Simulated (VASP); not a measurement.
Input of a VASP 6.6.1 run:

File INCAR:

```
SYSTEM = Ta
PREC = Accurate
ENCUT = 500
EDIFF = 1E-6
ISMEAR = 0
SIGMA = 0.15
LREAL = .False.
LASPH = .True.
NELM = 120
ALGO = Normal
ISIF = 2
LWAVE = .False.
LCHARG = .False.
GGA = PE
NBANDS = 18
GGA_COMPAT = .False.
```

File KPOINTS:

```
regular mesh
0
Gamma
  18 18 10
  0 0 0
```

The input POSCAR:

```
Ta
1.0
   -1.6512800000      1.6512800000      1.6512800000
    1.6512800000     -1.6512800000      1.6512800000
    3.3025600000      3.3025600000      0.0000000000
Ta
2
Direct
    0.0605590814      0.0605590814      0.0000000000
    0.4394409186      0.4394409186      0.5000000000
```

Potentials or basis: VASP PAW PBE potentials, release 64 (Ta_pv).

Command:

```console
$ cat potpaw_PBE.64/Ta_pv/POTCAR > POTCAR
$ mpirun -np 1 vasp_std > vasp.out
```

Q: What does it give for the pressure?

A: 5.7 GPa.

Q: Predict the band gap on the k mesh.

A: Zero (band 11 reaches 7.10 eV, above the bottom of band 12 at 4.33 eV).

Q: What does it give for the largest force?

A: 1.767 eV/Å.

Forces on the atoms (eV/Å):
```
Ta   0.000  0.000 -1.767
Ta   0.000  0.000  1.767
```

Caveat: the cell differs from its parent crystal (mode 6 (145.8 1/cm) frozen in, largest displacement -0.200 Å); spin-orbit coupling is left out, which moves the levels of the heavy elements; forces of over 1 eV/Å act on the atoms, so gaps and moduli don't describe the material at rest.
